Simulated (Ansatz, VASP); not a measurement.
## Si2F3: VASP beside Ansatz

The input INCAR:

```
SYSTEM = Si2F3
ALGO = Normal ; EDIFF = 1E-6
ENCUT = 520 ; GGA = PE
ISIF = 2 ; ISMEAR = 0
ISPIN = 2 ; LASPH = .TRUE.
LCHARG = .TRUE. ; LELF = .TRUE.
LORBIT = 11 ; LREAL = .FALSE.
LVHAR = .TRUE. ; LWAVE = .FALSE.
MAGMOM = 0 0 1 1 1 ; NBANDS = 26
NELM = 150 ; PREC = Accurate
SIGMA = 0.1
```

The input KPOINTS:

```
k-points
0
G
  6 6 6
  0 0 0
```

POSCAR

```
Si2F3
1.0
    2.7209051000      1.5709152900      2.1809284600
   -2.7209051000      1.5709152900      2.1809284600
    0.0000000000     -3.1418305900      2.1809284600
Si F
2 3
Direct
    0.2578843500      0.2578843500      0.2578843500
    0.7421156500      0.7421156500      0.7421156500
    0.2467715700      0.7532284300      0.0000000000
    0.0000000000      0.2467715700      0.7532284300
    0.7532284300      0.0000000000      0.2467715700
```

Input for Ansatz:

```yaml
crystal:
  lattice:
    - [2.7209051, 1.57091529, 2.18092846]
    - [-2.7209051, 1.57091529, 2.18092846]
    - [0.0, -3.14183059, 2.18092846]
  atoms:
    - { symbol: Si, position: [0.25788435, 0.25788435, 0.25788435] }
    - { symbol: Si, position: [0.74211565, 0.74211565, 0.74211565] }
    - { symbol: F, position: [0.24677157, 0.75322843, 0.0], spin: 1.0 }
    - { symbol: F, position: [0.0, 0.24677157, 0.75322843], spin: 1.0 }
    - { symbol: F, position: [0.75322843, 0.0, 0.24677157], spin: 1.0 }
basis:
  ecutwfc: 420
kpoints:
  mp_grid: { grid: [6, 6, 6] }
hamiltonian:
  xc: pbe
scf:
  occupations: { method: gaussian, width: 0.1 }
  lower_state_search: "off"
output:
  forces: true
  stress: true
  eigenvalues: true
  populations: true
magnetization:
  spin_polarized: true
```

Change from the starting cell: species swapped into the Ni3Se2 type (R32, No. 155).

Alike in both runs: task single point; functional PBE; k mesh 6 × 6 × 6; occupations gaussian, width 0.1 eV; collinear spin.

|  | VASP | Ansatz |
| --- | --- | --- |
| version | VASP 6.6.1 | Ansatz 0.2.0 |
| potentials or method | VASP PAW PBE potentials, release 64 (Si, F), cutoff 520 eV | scalar-relativistic, plane waves, PAW |
| valence electrons in the cell | 29 | 29 |

|  | VASP | Ansatz | Ansatz less VASP |
| --- | --- | --- | --- |
| gap on the k mesh at the Fermi level (eV) | none | none | - |
| rms of the force components (eV/Å) | 0.452 | 0.451 | -0.0012 |
| net moment per atom (μB) | 0.00 | 0.00 | 0.000 |

Atom by atom the forces differ by 0.004 eV/Å (rms over components). A gap of «none» marks a metal or a gap that the smearing closes. Ansatz's warnings: seeded moment not kept.
